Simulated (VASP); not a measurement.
# HfB2 (P6/mmm) in VASP: notebook

Runs on HfB2. Level: r2SCAN. Tasks: electric field gradients.

Program: VASP 6.6.1. These are calculated values, not measurements. Logs are shortened: lines on timing, memory, paths and dates and some standing lists are left out, and cuts for length are marked.

## Step 1: The cell of the first run

Symmetry: P6/mmm, No. 191, hexagonal system. Conventional cell: a = 3.136 Å, b = 3.136 Å, c = 3.481 Å, α = 90.00°, β = 90.00°, γ = 120.00°. Hf (site symmetry 6/mmm) has 12 B at 2.51 Å and 6 Hf at 3.14 Å within 3.3 Å. B (site symmetry -6m2) has 3 B at 1.81 Å within 2.4 Å.

## Step 2: Electric field gradients, r2SCAN

POSCAR reads:

```
HfB2
1.0
    3.1358835078      0.0000000000      0.0000000000
   -1.5679417539      2.7157547811      0.0000000000
    0.0000000000      0.0000000000      3.4807436488
Hf B
1 2
Direct
    0.0000000000      0.0000000000      0.0000000000
    0.3333333333      0.6666666667      0.5000000000
    0.6666666667      0.3333333333      0.5000000000
```

INCAR.step1 reads:

```
  PREC = Accurate
  ENCUT = 520
  ISMEAR = 0
  SIGMA = 0.05
  LREAL = False
  LASPH = True
  NELM = 60
  NBANDS = 15
  GGA = PE
  ALGO = Normal
  EDIFF = 1E-4
  LWAVE = True
  LCHARG = False
```

INCAR.step2 reads:

```
  PREC = Accurate
  ENCUT = 520
  EDIFF = 1E-8
  ISMEAR = 0
  SIGMA = 0.05
  LREAL = False
  LASPH = True
  NELM = 60
  ALGO = Normal
  ISIF = 2
  LWAVE = False
  LCHARG = False
  METAGGA = R2SCAN
  LMIXTAU = True
  LEFG = True
  NBANDS = 15
  ISTART = 1
```

KPOINTS reads:

```
regular mesh
0
Gamma
  14 14 12
```

Potentials or basis: VASP PAW PBE potentials, release 64 (Hf_pv, B).

On the command line:

```console
$ cat potpaw_PBE.64/Hf_pv/POTCAR potpaw_PBE.64/B/POTCAR > POTCAR
$ cp INCAR.step1 INCAR
$ mpirun -np 1 vasp_std > vasp.out
$ cp INCAR.step2 INCAR
$ mpirun -np 1 vasp_std > vasp.out
```

OUTCAR:

```text
PREC = Accurate
   ENCUT = 520
   EDIFF = 1E-8
   ISMEAR = 0
   LREAL = False
   LASPH = True
   NELM = 60
   ISIF = 2
   METAGGA = R2SCAN
   ISTART = 1

 ion  position               nearest neighbor table
   1  0.000  0.000  0.000-   2 2.51   3 2.51   2 2.51   3 2.51   3 2.51   3 2.51   2 2.51   2 2.51
                             3 2.51   3 2.51   2 2.51   2 2.51
   2  0.333  0.667  0.500-   3 1.81   3 1.81   3 1.81   1 2.51   1 2.51   1 2.51   1 2.51   1 2.51
                             1 2.51
   3  0.667  0.333  0.500-   2 1.81   2 1.81   2 1.81   1 2.51   1 2.51   1 2.51   1 2.51   1 2.51
                             1 2.51

  LATTYP: Found a hexagonal cell.
 ALAT       =     3.1358835078
 C/A-ratio  =     1.1099722423

  Lattice vectors:

 A1 = (   3.1358835078,   0.0000000000,   0.0000000000)
 A2 = (  -1.5679417539,   2.7157547811,   0.0000000000)
 A3 = (   0.0000000000,   0.0000000000,   3.4807436488)

Analysis of symmetry for initial positions (statically):
=====================================================================
 Subroutine PRICEL returns:
 Original cell was already a primitive cell.

 Routine SETGRP: Setting up the symmetry group for a
 hexagonal supercell.

 Subroutine GETGRP returns: Found 24 space group operations
 (whereof 24 operations were pure point group operations)
 out of a pool of 24 trial point group operations.

The static configuration has the point symmetry D_6h.

Analysis of symmetry for dynamics (positions and initial velocities):
=====================================================================
 Subroutine PRICEL returns:
 Original cell was already a primitive cell.

 Routine SETGRP: Setting up the symmetry group for a
 hexagonal supercell.

 Subroutine GETGRP returns: Found 24 space group operations
 (whereof 24 operations were pure point group operations)
 out of a pool of 24 trial point group operations.

The dynamic configuration has the point symmetry D_6h.

 Subroutine INISYM returns: Found 24 space group operations
 (whereof 24 operations are pure point group operations),
 and found     1 'primitive' translations

----------------------------------------------------------------------------------------

                                     Primitive cell

  volume of cell :      29.6430

  direct lattice vectors                    reciprocal lattice vectors
     3.135883508  0.000000000  0.000000000     0.318889397  0.184110879  0.000000000
    -1.567941754  2.715754781  0.000000000     0.000000000  0.368221758  0.000000000
     0.000000000  0.000000000  3.480743649     0.000000000  0.000000000  0.287294929

  length of vectors
     3.135883508  3.135883508  3.480743649     0.368221758  0.368221758  0.287294929

  position of ions in fractional coordinates (direct lattice)
     0.000000000  0.000000000  0.000000000
     0.333333333  0.666666667  0.500000000
     0.666666667  0.333333333  0.500000000

  ion indices of the primitive-cell ions
   primitive index   ion index
                 1           1
                 2           2
                 3           3

----------------------------------------------------------------------------------------

 KPOINTS: regular mesh

Automatic generation of k-mesh.
 Grid dimensions read from file:
 generate k-points for:   14   14   12

 Generating k-lattice:

  Cartesian coordinates                     Fractional coordinates (reciprocal lattice)
     0.022777814  0.013150777  0.000000000     0.071428571  0.000000000  0.000000000
     0.000000000  0.026301554  0.000000000     0.000000000  0.071428571  0.000000000
     0.000000000  0.000000000  0.023941244     0.000000000  0.000000000  0.083333333

  Length of vectors
     0.026301554  0.026301554  0.023941244

  Shift w.r.t. Gamma in fractional coordinates (k-lattice)
     0.000000000  0.000000000  0.000000000

[... 40 lines left out ...]
 SYSTEM =  unknown system
   PREC   = accura    normal or accurate (medium, high low for compatibility)
   ISTART =      1    job   : 0-new  1-cont  2-samecut
   ICHARG =      0    charge: 1-file 2-atom 10-const
   ISPIN  =      1    spin polarized calculation?
   LNONCOLLINEAR =      F non collinear calculations
   LSORBIT =      F    spin-orbit coupling
   LASPH  =      T    aspherical Exc in radial PAW
   ENCUT  =  520.0 eV  38.22 Ry    6.18 a.u.   5.83  5.83  6.47*2*pi/ulx,y,z
   NELM   =     60;   NELMIN=  2; NELMDL=  0     # of ELM steps
   EDIFF  = 0.1E-07   stopping-criterion for ELM
   LREAL  =      F    real-space projection
   EDIFFG = 0.1E-06   stopping-criterion for IOM
   NSW    =      0    number of steps for IOM
   IBRION =     -1    ionic relax: 0-MD 1-quasi-New 2-CG
   NFREE  =      0    steps in history (QN), initial steepest desc. (CG)
   ISIF   =      2    stress and relaxation
   ISYM   =      2    0-nonsym 1-usesym 2-fastsym
   POTIM  = 0.5000    time-step for ionic-motion
   TEBEG  =    0.0;   TEEND  =   0.0 temperature during run
   PSTRESS=    0.0 pullay stress
   NELECT =      16.0000    total number of electrons
   NUPDOWN=      -1.0000    fix difference up-down
   EMIN   =  10.00;   EMAX   =-10.00  energy-range for DOS
   EFERMI =   0.00;   METHOD = LEGACY
   ISMEAR =     0;   SIGMA  =   0.05  broadening in eV -4-tet -1-fermi 0-gaus
   EFERMI_NEDOS =   21; number of points for ismear=-14 and -15
   IALGO  =     38    algorithm
   IMIX   =      4    mixing-type and parameters
     AMIX     =   0.40;   BMIX     =  1.00
     AMIX_MAG =   1.60;   BMIX_MAG =  1.00
  volume/ion in A,a.u.               =       9.88        66.68
  Fermi-wavevector in a.u.,A,eV,Ry     =   1.332930  2.518872 24.173501  1.776702
  Thomas-Fermi vector in A             =   2.461827
   LORBIT       =      0    0 simple, 1 ext, 2 COOP (PROOUT), +10 PAW based schemes
   METAGGA = R2SCAN    functional components
   LHFCALC =     F    Hartree Fock is set to
   AEXX    =    0.0000 exact exchange contribution
   IVDW    =     0    specifies the selected vdW correction
   LEPSILON=     F    determine dielectric tensor
   LRPA    =     F    only Hartree local field effects (RPA)
 non-spin polarized calculation
 Gauss-broadening in eV      SIGMA  =   0.05
  energy-cutoff  :      520.00
  volume of cell :       29.64
 maximum number of plane-waves:       816
 NGX is ok and might be reduce to    24
   NGX = 11   NGY = 11   NGZ = 13

 number of electron      15.9999997 magnetization

 Free energy of the ion-electron system (eV)
  ---------------------------------------------------
  ext. energy  EPLUGINS =         0.00000000
  ---------------------------------------------------
  free energy    TOTEN  =       -63.08901493 eV

  energy without entropy =      -63.08870580  energy(sigma->0) =      -63.08886037

 E-fermi :   7.7561     XC(G=0): -13.5605

 val. band max:        7.7467405503   @ k =   0.3571   0.2143   0.0000
 cond. band min:       7.7981289517   @ k =   0.2857   0.2143   0.0000
 fundamental gap:      0.0513884014
 Fermi energy:         7.7561041406

 k-point     1 :       0.0000    0.0000    0.0000
  band No.  band energies     occupation
      1     -24.1389      2.00000
      2     -23.6198      2.00000
      3     -23.6198      2.00000
      4      -6.9580      2.00000
      5       4.6156      2.00000
      6       4.6433      2.00000
      7       4.6890      2.00000
      8       4.6890      2.00000
      9      11.9798      0.00000
     10      11.9798      0.00000
     11      12.6759      0.00000
     12      12.6759      0.00000
     13      12.8776      0.00000
     14      12.9248      0.00000
[... 401 lines left out ...]
      2     -24.1108      2.00000
      3     -23.9806      2.00000
      4      -1.4689      2.00000
      5      -1.3440      2.00000
      6      -0.0324      2.00000
      7       4.5417      2.00000
      8       5.4693      2.00000
      9       8.9274      0.00000
     10       9.9007      0.00000
     11      11.7014      0.00000
     12      16.9096      0.00000
     13      18.0243      0.00000
     14      18.9304      0.00000
     15      19.8789      0.00000

 [... further k-points ...]
[... 5 lines left out ...]
  --------------------------------------------------------------------------------------
  -------------------------------------------------------------------------------------
  Total       -0.1139459     -0.1139459     -0.1054714      0.0000000     -0.0000000      0.0000000
  in kB       -6.1586659     -6.1586659     -5.7006278      0.0000000     -0.0000000      0.0000000
  external PRESSURE =      -6.0059866 kB  Pullay stress =       0.0000000 kB

 VOLUME and BASIS-vectors are now :
 -----------------------------------------------------------------------------
  energy-cutoff  :      520.00
  volume of cell :       29.64
      direct lattice vectors                 reciprocal lattice vectors
     3.135883508  0.000000000  0.000000000     0.318889397  0.184110879  0.000000000
    -1.567941754  2.715754781  0.000000000     0.000000000  0.368221758  0.000000000
     0.000000000  0.000000000  3.480743649     0.000000000  0.000000000  0.287294929

 POSITION                                       TOTAL-FORCE (eV/Angst)
 -----------------------------------------------------------------------------------
      0.00000      0.00000      0.00000        -0.000000      0.000000      0.000000
     -0.00000      1.81050      1.74037         0.000000     -0.000000      0.000000
      1.56794      0.90525      1.74037        -0.000000      0.000000      0.000000
 -----------------------------------------------------------------------------------
    total drift:                               -0.000000      0.000000     -0.000000

  FREE ENERGIE OF THE ION-ELECTRON SYSTEM (eV)
  ---------------------------------------------------
  free  energy   TOTEN  =       -63.0890149282 eV

  energy  without entropy=      -63.0887058038  energy(sigma->0) =      -63.08886037

 Electric field gradients (V/A^2)
---------------------------------------------------------------------
 ion       V_xx      V_yy      V_zz      V_xy      V_xz      V_yz
---------------------------------------------------------------------
   1     -38.050   -38.050    76.099    -0.000    -0.000     0.000
   2      -0.824    -0.824     1.647    -0.000     0.000    -0.000
   3      -0.824    -0.824     1.647    -0.000     0.000     0.000
---------------------------------------------------------------------

 Electric field gradients after diagonalization (V/A^2)
 (convention: |V_zz| > |V_xx| > |V_yy|)
----------------------------------------------------------------------
 ion       V_xx      V_yy      V_zz     asymmetry (V_yy - V_xx)/ V_zz
----------------------------------------------------------------------
   1     -38.050   -38.049    76.099       0.000
   2      -0.824    -0.824     1.647       0.000
   3      -0.824    -0.824     1.647       0.000
----------------------------------------------------------------------

           NMR quadrupolar parameters

 Cq : quadrupolar parameter    Cq=e*Q*V_zz/h
 eta: asymmetry parameters     (V_yy - V_xx)/ V_zz
 Q  : nuclear electric quadrupole moment in mb (millibarn)
----------------------------------------------------------------------
 ion       Cq(MHz)       eta       Q (mb)
----------------------------------------------------------------------
   1       0.184       0.000       1.000
   2       0.004       0.000       1.000
   3       0.004       0.000       1.000
----------------------------------------------------------------------
```

Wall time 2.5 min (1 thread of Intel Xeon Platinum 8488C (Sapphire Rapids), shared host); peak memory 0.2 GiB.

What came out:

| Property | Result |
| --- | --- |
| Free energy | -63.0890 eV |
| Pressure | -0.6 GPa |
| Band gap on the k mesh | zero (band 8 reaches 8.59 eV, above the bottom of band 9 at 7.49 eV) |

Levels at points of the mesh, in eV from the Fermi level:
| k point | band 6 | band 7 | band 8 | band 9 | band 10 | band 11 |
| --- | --- | --- | --- | --- | --- | --- |
| (0.00, 0.00, 0.00) | -3.11 | -3.07 | -3.07 | 4.22 | 4.22 | 4.92 |
| (0.50, 0.00, 0.00) | -4.41 | -3.72 | -3.01 | 2.15 | 2.85 | 5.86 |
| (0.00, 0.00, 0.50) | -1.29 | -1.29 | 0.33 | 0.33 | 1.07 | 1.07 |
| (0.50, 0.00, 0.50) | -5.28 | -5.00 | -3.04 | 4.11 | 4.40 | 6.49 |

Electric field gradients, principal values (V/Å²):
```csv
atom,least,middle,greatest (by size)
1 Hf,-38.049,-38.050,76.099
2 B,-0.824,-0.824,1.647
3 B,-0.824,-0.824,1.647
```

Caveat: without QUAD_EFG the Cq values of the log hold for a quadrupole moment of 1 mb, not for the nuclei; the PAW data sets were made with another functional, which shifts forces and pressure a little; spin-orbit coupling is left out, which moves the levels of the heavy elements.

(Part 1 of 2 ends here.)
